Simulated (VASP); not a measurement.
# Fe (Fm-3m) in VASP: further runs

Fe is run at these levels: r2SCAN; tasks: single point.

Program: VASP 6.6.1. These are calculated values, not measurements. Logs are shortened: lines on timing, memory, paths and dates and some standing lists are left out, and cuts for length are marked.

### Step 1. The cell of the first run

It takes space group Fm-3m (No. 225, cubic). Conventional cell: a = 3.569 Å, b = 3.569 Å, c = 3.569 Å, α = 90.00°, β = 90.00°, γ = 90.00°. Within 3.3 Å of Fe (site symmetry m-3m) lie 12 Fe at 2.52 Å.

This isn't the form of Fe at room conditions, which is bcc.

### Step 2. Single point, r2SCAN, collinear spin, ferromagnetic start

POSCAR reads:

```
Fe
1.0
    0.0000000000      1.7845000000      1.7845000000
    3.5690000000      0.0000000000      3.5690000000
    1.7845000000      1.7845000000      0.0000000000
Fe
2
Direct
    0.0000000000      0.0000000000      0.0000000000
    0.0000000000      0.5000000000      0.0000000000
```

INCAR.step1 reads:

```
PREC = Accurate
ENCUT = 520
ISMEAR = -1
SIGMA = 0.1
LREAL = F
LASPH = T
NELM = 150
ISPIN = 2
MAGMOM = 0.4 0.4
LMAXMIX = 4
NBANDS = 19
GGA = PE
ALGO = Normal
EDIFF = 1E-4
LWAVE = T
LCHARG = F
```

INCAR.step2 reads:

```
PREC = Accurate
ENCUT = 520
EDIFF = 1E-7
ISMEAR = -1
SIGMA = 0.1
LREAL = F
LASPH = T
NELM = 150
ALGO = Normal
ISIF = 2
LWAVE = F
LCHARG = F
ISPIN = 2
MAGMOM = 0.4 0.4
LORBIT = 11
LMAXMIX = 4
METAGGA = R2SCAN
LMIXTAU = T
NBANDS = 19
ISTART = 1
```

KPOINTS reads:

```
Automatic mesh
0
Gamma
  12 6 12
```

Potentials or basis: VASP PAW PBE potentials, release 64 (Fe).

The run is started by

```console
cat potpaw_PBE.64/Fe/POTCAR > POTCAR
cp INCAR.step1 INCAR
mpirun -np 1 vasp_std > vasp.out
cp INCAR.step2 INCAR
mpirun -np 1 vasp_std > vasp.out
```

OUTCAR:

```text
PREC = Accurate
   ENCUT = 520
   EDIFF = 1E-7
   ISMEAR = -1
   LREAL = F
   LASPH = T
   NELM = 150
   ISIF = 2
   ISPIN = 2
   LORBIT = 11
   METAGGA = R2SCAN
   ISTART = 1

 ion  position               nearest neighbor table
   1  0.000  0.000  0.000-   2 2.52   2 2.52   2 2.52   2 2.52   2 2.52   2 2.52
   2  0.000  0.500  0.000-   1 2.52   1 2.52   1 2.52   1 2.52   1 2.52   1 2.52

  LATTYP: Found a trigonal (rhomboedric) cell.
 ALAT       =     4.3711144460
 COS(alpha) =     0.8333333333

  Lattice vectors:

 A1 = (   1.7845000000,  -3.5690000000,   1.7845000000)
 A2 = (   3.5690000000,  -1.7845000000,   1.7845000000)
 A3 = (   1.7845000000,  -1.7845000000,   3.5690000000)

Analysis of symmetry for initial positions (statically):
=====================================================================
 Subroutine PRICEL returns following result:

  LATTYP: Found a face centered cubic cell.
 ALAT       =     3.5690000000

  Lattice vectors:

 A1 = (   0.0000000000,   1.7845000000,   1.7845000000)
 A2 = (   1.7845000000,   0.0000000000,   1.7845000000)
 A3 = (   1.7845000000,   1.7845000000,   0.0000000000)

   2 primitive cells build up your supercell.

 Routine SETGRP: Setting up the symmetry group for a
 trigonal (rhombohedral) supercell.

 Subroutine GETGRP returns: Found 12 space group operations
 (whereof 12 operations were pure point group operations)
 out of a pool of 12 trial point group operations.

The static configuration has the point symmetry D_3d.

Analysis of symmetry for dynamics (positions and initial velocities):
=====================================================================
 Subroutine PRICEL returns following result:

  LATTYP: Found a face centered cubic cell.
 ALAT       =     3.5690000000

  Lattice vectors:

 A1 = (   0.0000000000,   1.7845000000,   1.7845000000)
 A2 = (   1.7845000000,   0.0000000000,   1.7845000000)
 A3 = (   1.7845000000,   1.7845000000,   0.0000000000)

   2 primitive cells build up your supercell.

 Routine SETGRP: Setting up the symmetry group for a
 trigonal (rhombohedral) supercell.

 Subroutine GETGRP returns: Found 12 space group operations
 (whereof 12 operations were pure point group operations)
 out of a pool of 12 trial point group operations.

The dynamic configuration has the point symmetry D_3d.

Analysis of structural, dynamic, and magnetic symmetry:
=====================================================================
 Subroutine PRICEL returns following result:

  LATTYP: Found a face centered cubic cell.
 ALAT       =     3.5690000000

  Lattice vectors:

 A1 = (   0.0000000000,   1.7845000000,   1.7845000000)
 A2 = (   1.7845000000,   0.0000000000,   1.7845000000)
 A3 = (   1.7845000000,   1.7845000000,   0.0000000000)

   2 primitive cells build up your supercell.

 Routine SETGRP: Setting up the symmetry group for a
 trigonal (rhombohedral) supercell.

 Subroutine GETGRP returns: Found 12 space group operations
 (whereof 12 operations were pure point group operations)
 out of a pool of 12 trial point group operations.

The overall configuration has the point symmetry D_3d.

 Subroutine INISYM returns: Found 12 space group operations
 (whereof 12 operations are pure point group operations),
 and found     2 'primitive' translations

----------------------------------------------------------------------------------------

                                     Primitive cell

  volume of cell :      11.3653

  direct lattice vectors                    reciprocal lattice vectors
     0.000000000  1.784500000  1.784500000    -0.280190530  0.280190530  0.280190530
     1.784500000  0.000000000  1.784500000     0.280190530 -0.280190530  0.280190530
     1.784500000  1.784500000  0.000000000     0.280190530  0.280190530 -0.280190530

  length of vectors
     2.523664102  2.523664102  2.523664102     0.485304233  0.485304233  0.485304233

  position of ions in fractional coordinates (direct lattice)
     0.000000000  0.000000000  0.000000000

  ion indices of the primitive-cell ions
   primitive index   ion index
                 1           1

----------------------------------------------------------------------------------------

 KPOINTS: Automatic mesh

Automatic generation of k-mesh.
 Grid dimensions read from file:
 generate k-points for:   12    6   12

 Generating k-lattice:

  Cartesian coordinates                     Fractional coordinates (reciprocal lattice)
    -0.023349211  0.023349211  0.023349211     0.083333333  0.000000000  0.000000000
     0.023349211 -0.023349211  0.023349211     0.000000000  0.166666667  0.000000000
     0.023349211  0.023349211 -0.023349211     0.000000000  0.000000000  0.083333333

  Length of vectors
     0.040442019  0.040442019  0.040442019

  Shift w.r.t. Gamma in fractional coordinates (k-lattice)
     0.000000000  0.000000000  0.000000000

 -----------------------------------------------------------------------------
|                                                                             |
|           W    W    AA    RRRRR   N    N  II  N    N   GGGG   !!!           |
|           W    W   A  A   R    R  NN   N  II  NN   N  G    G  !!!           |
|           W    W  A    A  R    R  N N  N  II  N N  N  G       !!!           |
|           W WW W  AAAAAA  RRRRR   N  N N  II  N  N N  G  GGG   !            |
|           WW  WW  A    A  R   R   N   NN  II  N   NN  G    G                |
|           W    W  A    A  R    R  N    N  II  N    N   GGGG   !!!           |
|                                                                             |
|     Your reciprocal lattice and k-lattice belong to different lattice       |
|     classes:                                                                |
|                                                                             |
|        The reciprocal lattice is rhombohedral (trigonal),                   |
|        whereas your k-lattice is body-centered cubic.                       |
|                                                                             |
|     Results are often still useful ...                                      |
|                                                                             |
 -----------------------------------------------------------------------------

 Subroutine IBZKPT returns following result:
 ===========================================

 Found     98 irreducible k-points:

 Following reciprocal coordinates:
            Coordinates               Weight
  0.000000  0.000000  0.000000      1.000000
  0.083333  0.000000  0.000000      6.000000
  0.166667  0.000000  0.000000      6.000000
  0.250000  0.000000  0.000000      6.000000
  0.333333  0.000000  0.000000      6.000000
  0.416667  0.000000  0.000000      6.000000
[... 16 lines left out ...]
  0.250000  0.333333  0.000000      6.000000
  0.333333  0.333333  0.000000      6.000000
 [... further k-points ...]
   k-points           NKPTS =     98   k-points in BZ     NKDIM =     98   number of bands    NBANDS=     19
   number of dos      NEDOS =    301   number of ions     NIONS =      2
   total plane-waves  NPLWV =  16000
   dimension x,y,z NGX =    20 NGY =   40 NGZ =   20
   dimension x,y,z NGXF=    40 NGYF=   80 NGZF=   40
   ions per type =               2
   NGX,Y,Z   is equivalent  to a cutoff of  13.17, 13.17, 13.17 a.u.
   NGXF,Y,Z  is equivalent  to a cutoff of  26.35, 26.35, 26.35 a.u.
 SYSTEM =  unknown system
   PREC   = accura    normal or accurate (medium, high low for compatibility)
   ISTART =      1    job   : 0-new  1-cont  2-samecut
   ICHARG =      0    charge: 1-file 2-atom 10-const
   ISPIN  =      2    spin polarized calculation?
   LNONCOLLINEAR =      F non collinear calculations
   LSORBIT =      F    spin-orbit coupling
   LASPH  =      T    aspherical Exc in radial PAW
   ENCUT  =  520.0 eV  38.22 Ry    6.18 a.u.   4.69  9.38  4.69*2*pi/ulx,y,z
   NELM   =    150;   NELMIN=  2; NELMDL=  0     # of ELM steps
   EDIFF  = 0.1E-06   stopping-criterion for ELM
   LREAL  =      F    real-space projection
   EDIFFG = 0.1E-05   stopping-criterion for IOM
   NSW    =      0    number of steps for IOM
   IBRION =     -1    ionic relax: 0-MD 1-quasi-New 2-CG
   NFREE  =      0    steps in history (QN), initial steepest desc. (CG)
   ISIF   =      2    stress and relaxation
   ISYM   =      2    0-nonsym 1-usesym 2-fastsym
   POTIM  = 0.5000    time-step for ionic-motion
   TEBEG  =    0.0;   TEEND  =   0.0 temperature during run
   PSTRESS=    0.0 pullay stress
   NELECT =      16.0000    total number of electrons
   NUPDOWN=      -1.0000    fix difference up-down
   EMIN   =  10.00;   EMAX   =-10.00  energy-range for DOS
   EFERMI =   0.00;   METHOD = LEGACY
   ISMEAR =    -1;   SIGMA  =   0.10  broadening in eV -4-tet -1-fermi 0-gaus
   EFERMI_NEDOS =   21; number of points for ismear=-14 and -15
   IALGO  =     38    algorithm
   IMIX   =      4    mixing-type and parameters
     AMIX     =   0.40;   BMIX     =  1.00
     AMIX_MAG =   1.60;   BMIX_MAG =  1.00
  volume/ion in A,a.u.               =      11.37        76.70
  Fermi-wavevector in a.u.,A,eV,Ry     =   1.456280  2.751971 28.854583  2.120752
  Thomas-Fermi vector in A             =   2.573217
   LORBIT       =     11    0 simple, 1 ext, 2 COOP (PROOUT), +10 PAW based schemes
   METAGGA = R2SCAN    functional components
   LHFCALC =     F    Hartree Fock is set to
   AEXX    =    0.0000 exact exchange contribution
   IVDW    =     0    specifies the selected vdW correction
   LEPSILON=     F    determine dielectric tensor
   LRPA    =     F    only Hartree local field effects (RPA)
 spin polarized calculation
  energy-cutoff  :      520.00
  volume of cell :       22.73
 maximum number of plane-waves:       633
   NGX =  9   NGY = 19   NGZ =  9

 number of electron      15.9999992 magnetization      -0.0002848

 number of electron      15.9999992 magnetization       0.0000023

 Free energy of the ion-electron system (eV)
  ---------------------------------------------------
  ext. energy  EPLUGINS =         0.00000000
  ---------------------------------------------------
  free energy    TOTEN  =       -26.96790556 eV

  energy without entropy =      -26.84912666  energy(sigma->0) =      -26.90851611

 E-fermi :   5.5318     XC(G=0): -14.3129

 val. band max:        5.5058056916   @ k =   0.0833   0.1667   0.0000
 cond. band min:       5.5400888028   @ k =   0.3333   0.1667   0.0000
 fundamental gap:      0.0342831113
 Fermi energy:         5.5317924952

 spin component 1

 k-point     1 :       0.0000    0.0000    0.0000
  band No.  band energies     occupation
      1      -3.1707      1.00000
      2       1.0697      1.00000
      3       4.0152      1.00000
      4       4.0152      1.00000
      5       4.1097      1.00000
      6       4.1097      1.00000
[... 11 lines left out ...]
     18      33.8554      0.00000
     19      33.8554      0.00000
[... 485 lines left out ...]
 k-point    24 :       0.3333    0.3333    0.0000
  band No.  band energies     occupation
      1       0.2950      1.00000
      2       2.4094      1.00000
      3       2.5496      1.00000
      4       3.0236      1.00000
      5       3.7687      1.00000
      6       4.1293      1.00000
[... 11 lines left out ...]
     18      27.0273      0.00000
     19      28.5503      0.00000

 [... further k-points ...]

 spin component 2

 k-point     1 :       0.0000    0.0000    0.0000
  band No.  band energies     occupation
      1      -3.1707      1.00000
      2       1.0697      1.00000
      3       4.0152      1.00000
      4       4.0152      1.00000
      5       4.1097      1.00000
      6       4.1097      1.00000
[... 11 lines left out ...]
     18      33.8554      0.00000
     19      33.8554      0.00000
[... 485 lines left out ...]
 k-point    24 :       0.3333    0.3333    0.0000
  band No.  band energies     occupation
      1       0.2950      1.00000
      2       2.4094      1.00000
      3       2.5496      1.00000
      4       3.0236      1.00000
      5       3.7687      1.00000
      6       4.1293      1.00000
[... 11 lines left out ...]
     18      27.0273      0.00000
     19      28.5503      0.00000

 [... further k-points ...]

------------------------ aborting loop because EDIFF is reached ----------------------------------------

  FORCE on cell =-STRESS in cart. coord.  units (eV):
  Direction    XX          YY          ZZ          XY          YZ          ZX
  --------------------------------------------------------------------------------------
  -------------------------------------------------------------------------------------
  Total       -4.3334596     -4.3334596     -4.3334596      0.0000227      0.0000227     -0.0000227
  in kB     -305.4468782   -305.4468782   -305.4468782      0.0016025      0.0016025     -0.0016025
  external PRESSURE =    -305.4468782 kB  Pullay stress =       0.0000000 kB

 VOLUME and BASIS-vectors are now :
 -----------------------------------------------------------------------------
  energy-cutoff  :      520.00
  volume of cell :       22.73
      direct lattice vectors                 reciprocal lattice vectors
     0.000000000  1.784500000  1.784500000    -0.280190530  0.280190530  0.280190530
     3.569000000  0.000000000  3.569000000     0.140095265 -0.140095265  0.140095265
     1.784500000  1.784500000  0.000000000     0.280190530  0.280190530 -0.280190530

 POSITION                                       TOTAL-FORCE (eV/Angst)
 -----------------------------------------------------------------------------------
      0.00000      0.00000      0.00000         0.000000      0.000000      0.000000
      1.78450      0.00000      1.78450        -0.000000     -0.000000      0.000000
 -----------------------------------------------------------------------------------
    total drift:                                0.000000     -0.000000     -0.000000

  FREE ENERGIE OF THE ION-ELECTRON SYSTEM (eV)
  ---------------------------------------------------
  free  energy   TOTEN  =       -26.9679055592 eV

  energy  without entropy=      -26.8491266609  energy(sigma->0) =      -26.90851611

 total charge

# of ion       s       p       d       tot
------------------------------------------
    1        0.493   0.547   6.230   7.270
    2        0.493   0.547   6.230   7.270
--------------------------------------------------
tot          0.987   1.094  12.460  14.541

 magnetization (x)

# of ion       s       p       d       tot
------------------------------------------
    1       -0.000  -0.000   0.000   0.000
    2       -0.000  -0.000   0.000   0.000
--------------------------------------------------
tot         -0.000  -0.000   0.000   0.000
```

Wall time 4.9 min (1 thread of Intel Xeon Platinum 8488C (Sapphire Rapids), shared host); peak memory 0.2 GiB.

Results:

* Free energy: -26.9679 eV
* Pressure: -30.5 GPa
* Band gap on the k mesh: zero (filled and empty bands overlap)
* Net moment: 0.00 μB per cell
* Valence electrons inside the program's atomic spheres: Fe 7.27

Caveat: the cell stands under tension; the PAW data sets were made with another functional, which shifts forces and pressure a little.

(Continued in part 2 of 2.)

The gap in the log of VASP goes by the Fermi energy; the results here count the filled bands.